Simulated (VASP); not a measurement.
# Mg (Fm-3m) in VASP: further runs, part 2 of 2

VASP 6.6.1. Earlier steps stand in the parts before.

### Step 3. Single point, PBE (strained)

Contents of INCAR:

```
PREC = Accurate ; ENCUT = 520
EDIFF = 1E-6 ; ISMEAR = 0
SIGMA = 0.1 ; LREAL = F
LASPH = T ; NELM = 60
ALGO = Normal ; ISIF = 2
LWAVE = F ; LCHARG = F
GGA = PE ; NBANDS = 7
```

Contents of KPOINTS:

```
regular mesh
0
Gamma
  16 16 16
```

Contents of POSCAR:

```
Mg
1.0
    0.0000000000      2.3296723834      2.3296723834
    2.3296723834      0.0000000000      2.3296723834
    2.3296723834      2.3296723834      0.0000000000
Mg
1
Direct
    0.0000000000      0.0000000000      0.0000000000
```

Potentials or basis: VASP PAW PBE potentials, release 64 (Mg).

The run is started by

```console
cat potpaw_PBE.64/Mg/POTCAR > POTCAR
mpirun -np 1 vasp_std > vasp.out
```

OUTCAR:

```text
PREC = Accurate
   ENCUT = 520
   EDIFF = 1E-6
   ISMEAR = 0
   LREAL = F
   LASPH = T
   NELM = 60
   ISIF = 2
   GGA = PE

 ion  position               nearest neighbor table
   1  0.000  0.000  0.000-

  LATTYP: Found a face centered cubic cell.
 ALAT       =     4.6593447668

  Lattice vectors:

 A1 = (   0.0000000000,   2.3296723834,   2.3296723834)
 A2 = (   2.3296723834,   0.0000000000,   2.3296723834)
 A3 = (   2.3296723834,   2.3296723834,   0.0000000000)

Analysis of symmetry for initial positions (statically):
=====================================================================
 Subroutine PRICEL returns:
 Original cell was already a primitive cell.

 Routine SETGRP: Setting up the symmetry group for a
 face centered cubic supercell.

 Subroutine GETGRP returns: Found 48 space group operations
 (whereof 48 operations were pure point group operations)
 out of a pool of 48 trial point group operations.

The static configuration has the point symmetry O_h .

Analysis of symmetry for dynamics (positions and initial velocities):
=====================================================================
 Subroutine PRICEL returns:
 Original cell was already a primitive cell.

 Routine SETGRP: Setting up the symmetry group for a
 face centered cubic supercell.

 Subroutine GETGRP returns: Found 48 space group operations
 (whereof 48 operations were pure point group operations)
 out of a pool of 48 trial point group operations.

The dynamic configuration has the point symmetry O_h .

 Subroutine INISYM returns: Found 48 space group operations
 (whereof 48 operations are pure point group operations),
 and found     1 'primitive' translations

----------------------------------------------------------------------------------------

                                     Primitive cell

  volume of cell :      25.2880

  direct lattice vectors                    reciprocal lattice vectors
     0.000000000  2.329672383  2.329672383    -0.214622452  0.214622452  0.214622452
     2.329672383  0.000000000  2.329672383     0.214622452 -0.214622452  0.214622452
     2.329672383  2.329672383  0.000000000     0.214622452  0.214622452 -0.214622452

  length of vectors
     3.294654280  3.294654280  3.294654280     0.371736992  0.371736992  0.371736992

  position of ions in fractional coordinates (direct lattice)
     0.000000000  0.000000000  0.000000000

  ion indices of the primitive-cell ions
   primitive index   ion index
                 1           1

----------------------------------------------------------------------------------------

 KPOINTS: regular mesh

Automatic generation of k-mesh.
 Grid dimensions read from file:
 generate k-points for:   16   16   16

 Generating k-lattice:

  Cartesian coordinates                     Fractional coordinates (reciprocal lattice)
    -0.013413903  0.013413903  0.013413903     0.062500000  0.000000000  0.000000000
     0.013413903 -0.013413903  0.013413903     0.000000000  0.062500000  0.000000000
     0.013413903  0.013413903 -0.013413903     0.000000000  0.000000000  0.062500000

  Length of vectors
     0.023233562  0.023233562  0.023233562

  Shift w.r.t. Gamma in fractional coordinates (k-lattice)
     0.000000000  0.000000000  0.000000000

 Subroutine IBZKPT returns following result:
 ===========================================

 Found    145 irreducible k-points:

 Following reciprocal coordinates:
            Coordinates               Weight
  0.000000  0.000000  0.000000      1.000000
  0.062500  0.000000  0.000000      8.000000
  0.125000  0.000000  0.000000      8.000000
  0.187500  0.000000  0.000000      8.000000
  0.250000  0.000000  0.000000      8.000000
  0.312500  0.000000  0.000000      8.000000
[... 16 lines left out ...]
 -0.125000  0.062500  0.000000     24.000000
 -0.062500  0.062500  0.000000     12.000000
 [... further k-points ...]
   k-points           NKPTS =    145   k-points in BZ     NKDIM =    145   number of bands    NBANDS=      7
   number of dos      NEDOS =    301   number of ions     NIONS =      1
   total plane-waves  NPLWV =  21952
   dimension x,y,z NGX =    28 NGY =   28 NGZ =   28
   dimension x,y,z NGXF=    56 NGYF=   56 NGZF=   56
   ions per type =               1
   NGX,Y,Z   is equivalent  to a cutoff of  14.13, 14.13, 14.13 a.u.
   NGXF,Y,Z  is equivalent  to a cutoff of  28.26, 28.26, 28.26 a.u.
 SYSTEM =  unknown system
   PREC   = accura    normal or accurate (medium, high low for compatibility)
   ISTART =      0    job   : 0-new  1-cont  2-samecut
   ICHARG =      2    charge: 1-file 2-atom 10-const
   ISPIN  =      1    spin polarized calculation?
   LNONCOLLINEAR =      F non collinear calculations
   LSORBIT =      F    spin-orbit coupling
   LASPH  =      T    aspherical Exc in radial PAW
   ENCUT  =  520.0 eV  38.22 Ry    6.18 a.u.   6.13  6.13  6.13*2*pi/ulx,y,z
   NELM   =     60;   NELMIN=  2; NELMDL= -5     # of ELM steps
   EDIFF  = 0.1E-05   stopping-criterion for ELM
   LREAL  =      F    real-space projection
   EDIFFG = 0.1E-04   stopping-criterion for IOM
   NSW    =      0    number of steps for IOM
   IBRION =     -1    ionic relax: 0-MD 1-quasi-New 2-CG
   NFREE  =      0    steps in history (QN), initial steepest desc. (CG)
   ISIF   =      2    stress and relaxation
   ISYM   =      2    0-nonsym 1-usesym 2-fastsym
   POTIM  = 0.5000    time-step for ionic-motion
   TEBEG  =    0.0;   TEEND  =   0.0 temperature during run
   PSTRESS=    0.0 pullay stress
   NELECT =       2.0000    total number of electrons
   NUPDOWN=      -1.0000    fix difference up-down
   EMIN   =  10.00;   EMAX   =-10.00  energy-range for DOS
   EFERMI =   0.00;   METHOD = LEGACY
   ISMEAR =     0;   SIGMA  =   0.10  broadening in eV -4-tet -1-fermi 0-gaus
   EFERMI_NEDOS =   21; number of points for ismear=-14 and -15
   IALGO  =     38    algorithm
   IMIX   =      4    mixing-type and parameters
     AMIX     =   0.40;   BMIX     =  1.00
     AMIX_MAG =   1.60;   BMIX_MAG =  1.00
  volume/ion in A,a.u.               =      25.29       170.65
  Fermi-wavevector in a.u.,A,eV,Ry     =   0.702716  1.327941  6.718694  0.493810
  Thomas-Fermi vector in A             =   1.787491
   LORBIT       =      0    0 simple, 1 ext, 2 COOP (PROOUT), +10 PAW based schemes
   GGA     = PE    functional components
   LHFCALC =     F    Hartree Fock is set to
   AEXX    =    0.0000 exact exchange contribution
   IVDW    =     0    specifies the selected vdW correction
   LEPSILON=     F    determine dielectric tensor
   LRPA    =     F    only Hartree local field effects (RPA)
 non-spin polarized calculation
 Gauss-broadening in eV      SIGMA  =   0.10
  energy-cutoff  :      520.00
  volume of cell :       25.29
 maximum number of plane-waves:       701
 NGX is ok and might be reduce to    28
   NGX = 13   NGY = 13   NGZ = 13

 number of electron       2.0000000 magnetization

 Free energy of the ion-electron system (eV)
  ---------------------------------------------------
  ext. energy  EPLUGINS =         0.00000000
  ---------------------------------------------------
  free energy    TOTEN  =        -1.47210347 eV

  energy without entropy =       -1.46935124  energy(sigma->0) =       -1.47072736

 E-fermi :   2.1323     XC(G=0):  -8.1977

 val. band max:        2.0689851288   @ k =  -0.3750   0.1875   0.0625
 cond. band min:       2.1457434054   @ k =  -0.3750   0.4375   0.1250
 fundamental gap:      0.0767582766
 Fermi energy:         2.1323127930

 k-point     1 :       0.0000    0.0000    0.0000
  band No.  band energies     occupation
      1      -4.3776      2.00000
      2      13.9113      0.00000
      3      13.9113      0.00000
      4      13.9113      0.00000
      5      15.3507      0.00000
      6      15.3507      0.00000
      7      15.3507      0.00000

 k-point     2 :       0.0625    0.0000    0.0000
  band No.  band energies     occupation
      1      -4.2962      2.00000
      2      12.5249      0.00000
      3      13.6646      0.00000
      4      13.6646      0.00000
      5      15.5362      0.00000
      6      15.7348      0.00000
      7      15.7348      0.00000
[... 201 lines left out ...]
 k-point    23 :      -0.1250    0.0625    0.0000
  band No.  band energies     occupation
      1      -3.8630      2.00000
      2       9.9304      0.00000
      3      11.6752      0.00000
      4      14.0711      0.00000
      5      15.8051      0.00000
      6      16.0412      0.00000
      7      16.5652      0.00000

 k-point    24 :      -0.0625    0.0625    0.0000
  band No.  band energies     occupation
      1      -4.1606      2.00000
      2      11.6666      0.00000
      3      12.3415      0.00000
      4      14.1221      0.00000
      5      15.5128      0.00000
      6      15.8419      0.00000
      7      16.4347      0.00000

 [... further k-points ...]
[... 5 lines left out ...]
  --------------------------------------------------------------------------------------
  -------------------------------------------------------------------------------------
  Total       -0.4358026     -0.4358026     -0.4358026      0.0000000      0.0000000      0.0000000
  in kB      -27.6112382    -27.6112382    -27.6112382      0.0000000      0.0000000      0.0000000
  external PRESSURE =     -27.6112382 kB  Pullay stress =       0.0000000 kB

 VOLUME and BASIS-vectors are now :
 -----------------------------------------------------------------------------
  energy-cutoff  :      520.00
  volume of cell :       25.29
      direct lattice vectors                 reciprocal lattice vectors
     0.000000000  2.329672383  2.329672383    -0.214622452  0.214622452  0.214622452
     2.329672383  0.000000000  2.329672383     0.214622452 -0.214622452  0.214622452
     2.329672383  2.329672383  0.000000000     0.214622452  0.214622452 -0.214622452

 POSITION                                       TOTAL-FORCE (eV/Angst)
 -----------------------------------------------------------------------------------
      0.00000      0.00000      0.00000         0.000000      0.000000      0.000000
 -----------------------------------------------------------------------------------
    total drift:                               -0.000000     -0.000000     -0.000000

  FREE ENERGIE OF THE ION-ELECTRON SYSTEM (eV)
  ---------------------------------------------------
  free  energy   TOTEN  =        -1.4721034714 eV

  energy  without entropy=       -1.4693512416  energy(sigma->0) =       -1.47072736
```

stdout:

```text
POSCAR found type information on POSCAR Mg
 POSCAR found :  1 types and       1 ions
 scaLAPACK will be used
 LDA part: xc-table for (Slater+PW92), standard interpolation
 POSCAR, INCAR and KPOINTS ok, starting setup
 FFT: planning ... GRIDC
 FFT: planning ... GRID_SOFT
 FFT: planning ... GRID
 WAVECAR not read
 entering main loop
```

It took 16 s on 1 thread of AMD EPYC 9R45 (Zen 5), shared host; peak memory 0.14 GiB.

What came out:

| Quantity | Value |
| --- | --- |
| Free energy | -1.4721 eV |
| Pressure | -2.8 GPa |
| Band gap on the k mesh | zero (bands 1 and 2 overlap by 2.69 eV) |

Caveat: the cell differs from its parent crystal (strained).

The gap in the log of VASP goes by the Fermi energy; the results here count the filled bands.